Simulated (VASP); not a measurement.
# C (Fm-3m) in VASP: further runs

Runs on C. Level: PBE. Tasks: relaxation of cell and atoms.

All numbers are computed with VASP 6.6.1; they aren't measurements. Logs are shortened: lines on timing, memory, paths and dates and some standing lists are left out, and cuts for length are marked.

## (1) The cell of the first run

The structure is cubic, space group Fm-3m (No. 225). The conventional cell has a = 2.864 Å, b = 2.864 Å, c = 2.864 Å, α = 90.00°, β = 90.00°, γ = 90.00°. Within 2.7 Å of C (site symmetry m-3m) lie 12 C at 2.02 Å.

## (2) Relaxation of cell and atoms, PBE, target pressure 49 GPa, at which the enthalpy is minimised

The input, INCAR:

```
PREC     = Accurate       # precision mode
ENCUT    = 600            # plane-wave cutoff, eV
EDIFF    = 1E-7           # SCF threshold, eV
ISMEAR   = -1             # smearing method
SIGMA    = 0.08           # smearing width, eV
LREAL    = False          # projectors in reciprocal space
LASPH    = True           # aspherical terms in the spheres
NELM     = 60             # most SCF steps
ALGO     = Normal         # electronic algorithm
ISIF     = 3              # what is computed and relaxed
LWAVE    = False          # write WAVECAR
LCHARG   = False          # write CHGCAR
GGA      = PE             # functional
IBRION   = 2              # ionic algorithm
NSW      = 60             # ionic steps
EDIFFG   = -0.005         # ionic threshold
PSTRESS  = 490.0
```

The input, KPOINTS:

```
regular mesh
0
Gamma
  24 24 24
```

The input, POSCAR:

```
C
1.0
    0.0000000000      1.4318078421      1.4318078421
    1.4318078421      0.0000000000      1.4318078421
    1.4318078421      1.4318078421      0.0000000000
C
1
Direct
    0.0000000000      0.0000000000      0.0000000000
```

Potentials or basis: VASP PAW PBE potentials, release 64 (C).

Started as:

```bash
$ cat potpaw_PBE.64/C/POTCAR > POTCAR
$ mpirun -np 1 vasp_std > vasp.out
```

OUTCAR:

```text
PREC = Accurate
   ENCUT = 600
   EDIFF = 1E-7
   ISMEAR = -1
   LREAL = False
   LASPH = True
   NELM = 60
   ISIF = 3
   GGA = PE
   IBRION = 2
   NSW = 60
   EDIFFG = -0.005
   PSTRESS = 490.0

 ion  position               nearest neighbor table
   1  0.000  0.000  0.000-

  LATTYP: Found a face centered cubic cell.
 ALAT       =     2.8636156842

  Lattice vectors:

 A1 = (   0.0000000000,   1.4318078421,   1.4318078421)
 A2 = (   1.4318078421,   0.0000000000,   1.4318078421)
 A3 = (   1.4318078421,   1.4318078421,   0.0000000000)

Analysis of symmetry for initial positions (statically):
=====================================================================
 Subroutine PRICEL returns:
 Original cell was already a primitive cell.

 Routine SETGRP: Setting up the symmetry group for a
 face centered cubic supercell.

 Subroutine GETGRP returns: Found 48 space group operations
 (whereof 48 operations were pure point group operations)
 out of a pool of 48 trial point group operations.

The static configuration has the point symmetry O_h .

Analysis of symmetry for dynamics (positions and initial velocities):
=====================================================================
 Subroutine PRICEL returns:
 Original cell was already a primitive cell.

 Routine SETGRP: Setting up the symmetry group for a
 face centered cubic supercell.

 Subroutine GETGRP returns: Found 48 space group operations
 (whereof 48 operations were pure point group operations)
 out of a pool of 48 trial point group operations.

The dynamic configuration has the point symmetry O_h .

 Subroutine INISYM returns: Found 48 space group operations
 (whereof 48 operations are pure point group operations),
 and found     1 'primitive' translations

----------------------------------------------------------------------------------------

                                     Primitive cell

  volume of cell :       5.8706

  direct lattice vectors                    reciprocal lattice vectors
     0.000000000  1.431807842  1.431807842    -0.349208871  0.349208871  0.349208871
     1.431807842  0.000000000  1.431807842     0.349208871 -0.349208871  0.349208871
     1.431807842  1.431807842  0.000000000     0.349208871  0.349208871 -0.349208871

  length of vectors
     2.024882069  2.024882069  2.024882069     0.604847507  0.604847507  0.604847507

  position of ions in fractional coordinates (direct lattice)
     0.000000000  0.000000000  0.000000000

  ion indices of the primitive-cell ions
   primitive index   ion index
                 1           1

----------------------------------------------------------------------------------------

 KPOINTS: regular mesh

Automatic generation of k-mesh.
 Grid dimensions read from file:
 generate k-points for:   24   24   24

 Generating k-lattice:

  Cartesian coordinates                     Fractional coordinates (reciprocal lattice)
    -0.014550370  0.014550370  0.014550370     0.041666667  0.000000000  0.000000000
     0.014550370 -0.014550370  0.014550370     0.000000000  0.041666667  0.000000000
     0.014550370  0.014550370 -0.014550370     0.000000000  0.000000000  0.041666667

  Length of vectors
     0.025201979  0.025201979  0.025201979

  Shift w.r.t. Gamma in fractional coordinates (k-lattice)
     0.000000000  0.000000000  0.000000000

 Subroutine IBZKPT returns following result:
 ===========================================

 Found    413 irreducible k-points:

 Following reciprocal coordinates:
            Coordinates               Weight
  0.000000  0.000000  0.000000      1.000000
  0.041667  0.000000  0.000000      8.000000
  0.083333  0.000000  0.000000      8.000000
  0.125000  0.000000  0.000000      8.000000
  0.166667  0.000000  0.000000      8.000000
  0.208333  0.000000  0.000000      8.000000
[... 16 lines left out ...]
  0.416667  0.041667  0.000000     24.000000
  0.458333  0.041667  0.000000     24.000000
 [... further k-points ...]
   k-points           NKPTS =    413   k-points in BZ     NKDIM =    413   number of bands    NBANDS=      6
   number of dos      NEDOS =    301   number of ions     NIONS =      1
   total plane-waves  NPLWV =   4096
   dimension x,y,z NGX =    16 NGY =   16 NGZ =   16
   dimension x,y,z NGXF=    32 NGYF=   32 NGZF=   32
   ions per type =               1
   NGX,Y,Z   is equivalent  to a cutoff of  13.14, 13.14, 13.14 a.u.
   NGXF,Y,Z  is equivalent  to a cutoff of  26.27, 26.27, 26.27 a.u.
 SYSTEM =  unknown system
   PREC   = accura    normal or accurate (medium, high low for compatibility)
   ISTART =      0    job   : 0-new  1-cont  2-samecut
   ICHARG =      2    charge: 1-file 2-atom 10-const
   ISPIN  =      1    spin polarized calculation?
   LNONCOLLINEAR =      F non collinear calculations
   LSORBIT =      F    spin-orbit coupling
   LASPH  =      T    aspherical Exc in radial PAW
   ENCUT  =  600.0 eV  44.10 Ry    6.64 a.u.   4.04  4.04  4.04*2*pi/ulx,y,z
   NELM   =     60;   NELMIN=  2; NELMDL= -5     # of ELM steps
   EDIFF  = 0.1E-06   stopping-criterion for ELM
   LREAL  =      F    real-space projection
   EDIFFG = -.5E-02   stopping-criterion for IOM
   NSW    =     60    number of steps for IOM
   IBRION =      2    ionic relax: 0-MD 1-quasi-New 2-CG
   NFREE  =      1    steps in history (QN), initial steepest desc. (CG)
   ISIF   =      3    stress and relaxation
   ISYM   =      2    0-nonsym 1-usesym 2-fastsym
   POTIM  = 0.5000    time-step for ionic-motion
   TEBEG  =    0.0;   TEEND  =   0.0 temperature during run
   PSTRESS=  490.0 pullay stress
   NELECT =       4.0000    total number of electrons
   NUPDOWN=      -1.0000    fix difference up-down
   EMIN   =  10.00;   EMAX   =-10.00  energy-range for DOS
   EFERMI =   0.00;   METHOD = LEGACY
   ISMEAR =    -1;   SIGMA  =   0.08  broadening in eV -4-tet -1-fermi 0-gaus
   EFERMI_NEDOS =   21; number of points for ismear=-14 and -15
   IALGO  =     38    algorithm
   IMIX   =      4    mixing-type and parameters
     AMIX     =   0.40;   BMIX     =  1.00
     AMIX_MAG =   1.60;   BMIX_MAG =  1.00
  volume/ion in A,a.u.               =       5.87        39.62
  Fermi-wavevector in a.u.,A,eV,Ry     =   1.440567  2.722277 28.235258  2.075233
  Thomas-Fermi vector in A             =   2.559297
   LORBIT       =      0    0 simple, 1 ext, 2 COOP (PROOUT), +10 PAW based schemes
   GGA     = PE    functional components
   LHFCALC =     F    Hartree Fock is set to
   AEXX    =    0.0000 exact exchange contribution
   IVDW    =     0    specifies the selected vdW correction
   LEPSILON=     F    determine dielectric tensor
   LRPA    =     F    only Hartree local field effects (RPA)
 conjugate gradient relaxation of ions
 non-spin polarized calculation
  energy-cutoff  :      600.00
  volume of cell :        5.87
 maximum number of plane-waves:       206
   NGX =  9   NGY =  9   NGZ =  9

--------------------------------------- Ionic step        1  -------------------------------------------

 number of electron       4.0000000 magnetization

 Free energy of the ion-electron system (eV)
  ---------------------------------------------------
  ext. energy  EPLUGINS =         0.00000000
  ---------------------------------------------------
  free energy    TOTEN  =        -4.47536205 eV

  energy without entropy =       -4.46793954  energy(sigma->0) =       -4.47165080

------------------------ aborting loop because EDIFF is reached ----------------------------------------

  FORCE on cell =-STRESS in cart. coord.  units (eV):
  Direction    XX          YY          ZZ          XY          YZ          ZX
  --------------------------------------------------------------------------------------
  -------------------------------------------------------------------------------------
  Total        1.8019520      1.8019520      1.8019520     -0.0000000     -0.0000000      0.0000000
  in kB      491.7785757    491.7785757    491.7785757     -0.0000000     -0.0000000      0.0000000
  external PRESSURE =       1.7785757 kB  Pullay stress =     490.0000000 kB

 VOLUME and BASIS-vectors are now :
 -----------------------------------------------------------------------------
  energy-cutoff  :      600.00
  volume of cell :        5.87
      direct lattice vectors                 reciprocal lattice vectors
     0.000000000  1.431807842  1.431807842    -0.349208871  0.349208871  0.349208871
     1.431807842  0.000000000  1.431807842     0.349208871 -0.349208871  0.349208871
     1.431807842  1.431807842  0.000000000     0.349208871  0.349208871 -0.349208871

 POSITION                                       TOTAL-FORCE (eV/Angst)
 -----------------------------------------------------------------------------------
      0.00000      0.00000      0.00000         0.000000      0.000000      0.000000
 -----------------------------------------------------------------------------------
    total drift:                                0.000000     -0.000000      0.000000

  FREE ENERGIE OF THE ION-ELECTRON SYSTEM (eV)
  ---------------------------------------------------
  free  energy   TOTEN  =        -4.4753620505 eV

  energy  without entropy=       -4.4679395446  energy(sigma->0) =       -4.47165080

  enthalpy is  TOTEN    =        -2.6799269823 eV   P V=        1.7954350683

--------------------------------------- Ionic step        2  -------------------------------------------

 number of electron       4.0000000 magnetization

 Free energy of the ion-electron system (eV)
  ---------------------------------------------------
  ext. energy  EPLUGINS =         0.00000000
  ---------------------------------------------------
  free energy    TOTEN  =        -4.47705716 eV

  energy without entropy =       -4.46961834  energy(sigma->0) =       -4.47333775

 E-fermi :  10.9053     XC(G=0): -13.7626

 val. band max:       10.8706021139   @ k =  -0.2917   0.2917   0.0833
 cond. band min:      10.9282691339   @ k =   0.4583   0.2917   0.1250
 fundamental gap:      0.0576670200
 Fermi energy:        10.9053258281

 k-point     1 :       0.0000    0.0000    0.0000
  band No.  band energies     occupation
      1     -11.0746      2.00000
      2      20.6488      0.00000
      3      20.6488      0.00000
      4      20.6488      0.00000
      5      43.8556      0.00000
      6      43.8556      0.00000

 k-point     2 :       0.0417    0.0000    0.0000
  band No.  band energies     occupation
      1     -10.9949      2.00000
      2      20.3885      0.00000
      3      20.5999      0.00000
      4      20.5999      0.00000
      5      42.9466      0.00000
      6      43.9886      0.00000
[... 181 lines left out ...]
 k-point    23 :       0.4167    0.0417    0.0000
  band No.  band energies     occupation
      1      -3.6376      2.00000
      2       4.8610      2.00000
      3      18.2996      0.00000
      4      18.5866      0.00000
      5      39.1745      0.00000
      6      39.8879      0.00000

 k-point    24 :       0.4583    0.0417    0.0000
  band No.  band energies     occupation
      1      -2.0733      2.00000
      2       2.8407      2.00000
      3      18.2795      0.00000
      4      18.3884      0.00000
      5      39.1420      0.00000
      6      39.8186      0.00000

 [... further k-points ...]

------------------------ aborting loop because EDIFF is reached ----------------------------------------

  FORCE on cell =-STRESS in cart. coord.  units (eV):
  Direction    XX          YY          ZZ          XY          YZ          ZX
  --------------------------------------------------------------------------------------
  -------------------------------------------------------------------------------------
  Total        1.7928135      1.7928135      1.7928135      0.0000000     -0.0000000      0.0000000
  in kB      488.8233310    488.8233310    488.8233310      0.0000000     -0.0000000      0.0000000
  external PRESSURE =      -1.1766690 kB  Pullay stress =     490.0000000 kB

 VOLUME and BASIS-vectors are now :
 -----------------------------------------------------------------------------
  energy-cutoff  :      600.00
  volume of cell :        5.88
      direct lattice vectors                 reciprocal lattice vectors
    -0.000000000  1.432257997  1.432257997    -0.349099116  0.349099116  0.349099116
     1.432257997 -0.000000000  1.432257997     0.349099116 -0.349099116  0.349099116
     1.432257997  1.432257997 -0.000000000     0.349099116  0.349099116 -0.349099116

 POSITION                                       TOTAL-FORCE (eV/Angst)
 -----------------------------------------------------------------------------------
      0.00000      0.00000      0.00000         0.000000      0.000000      0.000000
 -----------------------------------------------------------------------------------
    total drift:                               -0.000000      0.000000     -0.000000

  FREE ENERGIE OF THE ION-ELECTRON SYSTEM (eV)
  ---------------------------------------------------
  free  energy   TOTEN  =        -4.4770571576 eV

  energy  without entropy=       -4.4696183387  energy(sigma->0) =       -4.47333775

  enthalpy is  TOTEN    =        -2.6799281235 eV   P V=        1.7971290341

 reached required accuracy - stopping structural energy minimisation
```

Run time: 18 s. Hardware: 1 thread of AMD EPYC 7R13, shared host; peak memory 0.09 GiB.

Results:

* Free energy: -4.4771 eV
* Relaxed volume: 5.88 Å³/atom
* Relaxed cell: a = 2.026 Å, b = 2.026 Å, c = 2.026 Å, α = 60.00°, β = 60.00°, γ = 60.00°
* Space group after relaxing (to 0.1 Å): Fm-3m (No. 225)
* Energy change on relaxing (the run minimises the enthalpy): -1.7 meV/atom
* Ionic steps: 2
* Pressure after relaxing: 48.9 GPa
* Band gap on the k mesh: zero (bands 2 and 3 overlap by 13.57 eV)

The path:
```csv
step,energy change (eV),largest force (eV/Å),pressure (GPa),volume (Å³)
1,0.0000,0.0000,49.18,5.87
2,-0.0017,0.0000,48.88,5.88
```

Final structure:
```
C
1.0
     0.00000    1.43226    1.43226
     1.43226    0.00000    1.43226
     1.43226    1.43226    0.00000
C
1
Cartesian
  0.0000 0.0000 0.0000
```

Levels at points of the mesh, in eV from the Fermi level:
```tsv
k point	band 1	band 2	band 3	band 4	band 5	band 6
(0.00, 0.00, 0.00)	-21.98	9.74	9.74	9.74	32.95	32.95
(0.50, 0.00, 0.00)	-11.09	-10.31	7.55	7.55	28.80	29.93
(0.50, 0.50, 0.00)	-8.75	-5.34	2.40	2.40	16.39	16.97
```

Caveat: the cell is relaxed towards a set pressure, so the run minimises the enthalpy, not the energy.

[end of part 1 of 2]

The gap in the log of VASP goes by the Fermi energy; the results here count the filled bands.